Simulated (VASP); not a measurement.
Sb3As, 4 atoms in the cell. It takes space group P-6m2 (No. 187, hexagonal). The conventional cell has a = 3.564 Å, b = 3.564 Å, c = 11.244 Å, α = 90.00°, β = 90.00°, γ = 120.00°. Within 4.6 Å of Sb (site symmetry -6m2) lie 12 Sb at 3.49 to 3.56 Å. Sb (site symmetry 3m) has 3 As at 3.48 Å and 9 Sb at 3.49 to 3.56 Å within 4.6 Å. Within 4.6 Å of As (site symmetry -6m2) lie 6 Sb at 3.48 Å and 6 As at 3.56 Å. The cell was generated, and may not be a known phase.

```yaml
Program: VASP 6.6.1
Task: single point
Functional: PBE
Potentials_or_basis: VASP PAW PBE potentials, release 64 (Sb, As)
Cutoff: 520 eV
k_mesh: 6 × 6 × 2
Occupations: gaussian, width 0.1 eV
Spin: no spin polarisation
Dipole_correction: no
Further_INCAR_settings: ALGO = Normal; EDIFF = 1e-07; NBANDS = 18
```

Potentials or basis: VASP PAW PBE potentials, release 64 (Sb, As).

Launch:

```bash
$ cat potpaw_PBE.64/Sb/POTCAR potpaw_PBE.64/As/POTCAR > POTCAR
$ mpirun -np 1 vasp_std > vasp.out
```

Hardware: 1 thread of AMD EPYC 7R13 Processor (Zen 3) (shared host).

Question: How long does it take, and how much memory?

Answer: Wall time 28 s on 1 thread of AMD EPYC 7R13 Processor (Zen 3) (shared host), peak memory 0.21 GiB. Counts: scf iterations 14, k points 14.
